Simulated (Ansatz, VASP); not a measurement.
## BeTe in VASP and in Ansatz

```
Be Te
1.0
     0.00000    2.85124    2.85124
     2.85124    0.00000    2.85124
     2.85124    2.85124    0.00000
Be Te
1 1
Cartesian
  0.0000 0.0000 0.0000
  4.2769 4.2769 4.2769
```

Alike in both runs: task single point; functional PBE; k mesh 10 × 10 × 10; occupations gaussian, width 0.05 eV; no spin polarisation.

|  | VASP | Ansatz |
| --- | --- | --- |
| version | VASP 6.6.1 | Ansatz 0.2.0 |
| potentials or method | VASP PAW PBE potentials, release 64 (Be, Te), cutoff 520 eV | scalar-relativistic, plane waves, PAW |
| valence electrons in the cell | 8 | 18 |

Ansatz gave:

- gap on the k mesh at the Fermi level (eV): 2.08
- least direct gap on the mesh (eV): 3.56
- pressure (GPa): -1.1

Problem. Estimate VASP's values.

Solution. gap on the k mesh at the Fermi level (eV): 2.06; least direct gap on the mesh (eV): 3.55; pressure (GPa): -1.0.

The functional is the same, so the differences come from potentials, cutoffs and numerics. VASP's potentials hold 8 valence electrons a cell and Ansatz's 18, so a difference there can come from the potentials and not from the codes.

Neither program's run includes spin-orbit coupling.
